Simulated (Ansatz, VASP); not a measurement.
**Ni in VASP and in Ansatz**

Contents of INCAR:

```
SYSTEM = Ni
ALGO = Normal ; EDIFF = 1E-6
ENCUT = 520 ; GGA = RP
ISIF = 2 ; ISMEAR = -1
ISPIN = 2 ; LASPH = .TRUE.
LCHARG = .TRUE. ; LELF = .TRUE.
LMAXMIX = 4 ; LORBIT = 11
LREAL = .FALSE. ; LVHAR = .TRUE.
LWAVE = .FALSE. ; MAGMOM = 0.675 0.715 0.715
NBANDS = 26 ; NELM = 150
PREC = Accurate ; SIGMA = 0.05
```

Contents of KPOINTS:

```
k-points
0
G
  10 10 14
  0 0 0
```

Contents of POSCAR:

```
Ni
1.0
    4.0825140556      0.0000000000      0.0000000000
   -2.0412570278      3.5355608835      0.0000000000
    0.0000000000      0.0000000000      2.4753696904
Ni
3
Direct
    0.0000000000      0.0000000000      0.0000000000
    0.3333333333      0.6666666667      0.5000000000
    0.6666666667      0.3333333333      0.5000000000
```

Input for Ansatz:

```yaml
crystal:
  lattice:
    - [4.0825140556, 0.0, 0.0]
    - [-2.0412570278, 3.5355608835, 0.0]
    - [0.0, 0.0, 2.4753696904]
  atoms:
    - { symbol: Ni, position: [0.0, 0.0, 0.0], spin: 0.675 }
    - { symbol: Ni, position: [0.3333333333, 0.6666666667, 0.5], spin: 0.715 }
    - { symbol: Ni, position: [0.6666666667, 0.3333333333, 0.5], spin: 0.715 }
hamiltonian:
  xc: rpbe
  pseudopotentials:
    kind: paw
    azcp:
      Ni: "pseudopotentials/Ni.paw.azcp"
basis:
  ecutwfc: 420
  fft_grid_basis: typed
kpoints:
  mp_grid: { grid: [10, 10, 14], shift: [0, 0, 0] }
magnetization:
  spin_polarized: true
scf:
  occupations: { method: fermi_dirac, width: 0.05 }
  lower_state_search: "off"
output:
  stress: true
  write_density: true
  write_potential: true
  elf: true
  volumetric_format: npy
```

Alike in both runs: task single point; functional RPBE; k mesh 10 × 10 × 14; occupations fermi-dirac, width 0.05 eV; collinear spin.

```csv
,VASP,Ansatz
version,VASP 6.6.1,Ansatz 0.2.0
potentials or method,"VASP PAW PBE potentials, release 64 (Ni), cutoff 520 eV","plane waves (420 eV) with PAW, scalar-relativistic"
valence electrons in the cell,30,54
```

|  | VASP | Ansatz | Ansatz less VASP |
| --- | --- | --- | --- |
| pressure (GPa) | -5.9 | -6.1 | -0.25 |
| traceless stress, the component that is largest in VASP (GPa) | 0.14 | 0.30 | +0.162 |
| net moment per atom (μB) | 0.64 | 0.66 | +0.019 |
| size of the moment on the site where the two differ most (μB) | 0.62 | 0.67 | +0.050 |

VASP's potentials were made for PBE, not for RPBE. Site moments also hang on the region over which each program counts them. With one functional, cell and mesh, what is left measures potentials, basis and numerics. VASP's potentials hold 30 valence electrons a cell and Ansatz's 54, so a difference there can come from the potentials and not from the codes.
